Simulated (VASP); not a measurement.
Crystal: InSe8.

```xyz
9
Lattice="7.7416 0.0000 0.0000 -3.8708 6.7044 0.0000 0.0000 0.0000 4.3733" Properties=species:S:1:pos:R:3 pbc="T T T"
In    0.0000    0.0000    2.1866
Se    1.9354    1.1174    0.6361
Se    0.0000    4.4696    0.6361
Se    5.8062    1.1174    0.6361
Se    3.8708    4.4696    0.6361
Se    0.0000    2.2348    3.7372
Se   -1.9354    5.5870    3.7372
Se    3.8708    2.2348    3.7372
Se    1.9354    5.5870    3.7372
```

```yaml
Program: VASP 6.6.1
Task: relaxation of cell and atoms
Functional: PBE
Dispersion: D3(BJ)
Potentials_or_basis: VASP PAW PBE potentials, release 64 (In_d, Se)
Cutoff: 600 eV
k_mesh: 3 × 3 × 4
Occupations: gaussian, width 0.1 eV
Spin: no spin polarisation
```

At the start: pressure 6.2 GPa; volume 25.22 Å³/atom.

Problem. How do energy, volume and symmetry change on relaxing?

Solution. Over 63 steps the energy falls by 278.7 meV/atom and the volume is 29.22 Å³/atom (+15.8 %); space group P-3m1 (No. 164, to 0.1 Å) before and after.

The path:
| step | energy change (eV) | largest force (eV/Å) | pressure (GPa) | volume (Å³) |
| --- | --- | --- | --- | --- |
| 1 | 0.0000 | 1.1860 | 6.22 | 226.99 |
| 3 | -0.5982 | 0.2972 | -0.85 | 250.30 |
| 5 | -1.1130 | 0.4664 | -0.78 | 238.69 |
| 7 | -1.3939 | 0.4496 | -0.20 | 226.03 |
| 9 | -1.5280 | 0.2736 | 1.87 | 217.72 |
| 11 | -1.6616 | 0.3130 | 0.94 | 225.81 |
| 13 | -1.7236 | 0.3520 | -0.08 | 231.64 |
| 15 | -1.7888 | 0.4261 | -1.22 | 237.46 |
| 17 | -1.9645 | 0.2868 | 0.76 | 235.63 |
| 19 | -2.1005 | 0.2891 | 0.87 | 243.57 |
| 21 | -2.1587 | 0.5552 | -0.82 | 252.76 |
| 23 | -2.2612 | 0.2701 | -0.38 | 255.19 |
| 25 | -2.2729 | 0.1668 | -0.25 | 255.95 |
| 27 | -2.2940 | 0.0748 | 0.35 | 255.52 |
| 29 | -2.3129 | 0.1113 | 0.36 | 258.35 |
| 31 | -2.3206 | 0.0739 | -0.04 | 263.05 |
| 33 | -2.3281 | 0.1147 | 0.05 | 264.02 |
| 35 | -2.3313 | 0.4529 | 0.46 | 268.38 |
| 37 | -2.3371 | 0.2962 | 0.25 | 266.72 |
| 39 | -2.3438 | 0.2686 | 0.04 | 268.75 |
| 41 | -2.3656 | 0.2327 | -0.08 | 276.97 |
| 43 | -2.3700 | 0.2363 | -0.35 | 278.87 |
| 45 | -2.3720 | 0.2119 | -0.64 | 280.13 |
| 47 | -2.3781 | 0.1792 | -0.86 | 280.87 |
| 49 | -2.4124 | 0.2378 | -0.40 | 278.59 |
| 51 | -2.4399 | 0.3392 | 0.10 | 275.65 |
| 53 | -2.4582 | 0.0614 | -0.50 | 276.21 |
| 55 | -2.4686 | 0.0439 | 0.13 | 271.26 |
| 57 | -2.4892 | 0.1196 | -0.04 | 267.56 |
| 59 | -2.4926 | 0.1814 | -0.05 | 265.53 |
| 61 | -2.5068 | 0.0388 | 0.34 | 261.99 |
| 63 | -2.5085 | 0.0142 | -0.02 | 262.94 |

Final structure:
```xyz
9
Lattice="8.5724 0.0000 0.0000 -4.2862 7.4239 0.0000 0.0000 0.0000 4.1317" Properties=species:S:1:pos:R:3 pbc="T T T"
In    0.0000    0.0000    2.0658
Se    2.4671    1.4244    4.0503
Se    0.0000    4.9493    1.3267
Se    6.1053    1.4244    4.0503
Se    4.2862    4.5752    4.0503
Se    0.0000    2.8487    0.0814
Se   -1.8191    5.9995    0.0814
Se    4.2862    2.4746    2.8050
Se    1.8191    5.9995    0.0814
```

Caveat: the volume moved by over 15 % at a fixed basis, so the end points are rough.
